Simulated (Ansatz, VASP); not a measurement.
# MgS in VASP and in Ansatz

```
Mg S
1.0
     0.00000    2.65368    2.60165
     2.65368    0.00000    2.60165
     2.65368    2.65368    0.00000
Mg S
1 1
Direct
  0.00000 0.00000 0.00000
  0.50000 0.50000 0.50000
```

Change from the starting cell: equal xx and yy strain of +2 %.

Alike in both runs: task single point; functional LDA; k mesh 8 × 8 × 8; occupations fermi-dirac, width 0.01 eV; no spin polarisation.

|  | VASP | Ansatz |
| --- | --- | --- |
| version | VASP 6.6.1 | Ansatz 0.2.0 |
| potentials or method | VASP PAW LDA potentials, release 64 (Mg, S), cutoff 520 eV | all-electron LAPW, scalar-relativistic |

```csv
,VASP,Ansatz,Ansatz less VASP
gap on the k mesh at the Fermi level (eV),2.38,2.39,+0.006
pressure (GPa),-6.3,-5.7,+0.57
"traceless stress, the component that is largest in VASP (GPa)",1.01,1.02,+0.006
```

LDA's correlation is that of Perdew and Zunger in VASP and of Perdew and Wang (1992) in Ansatz. Ansatz ran all-electron here, and VASP with PAW potentials.
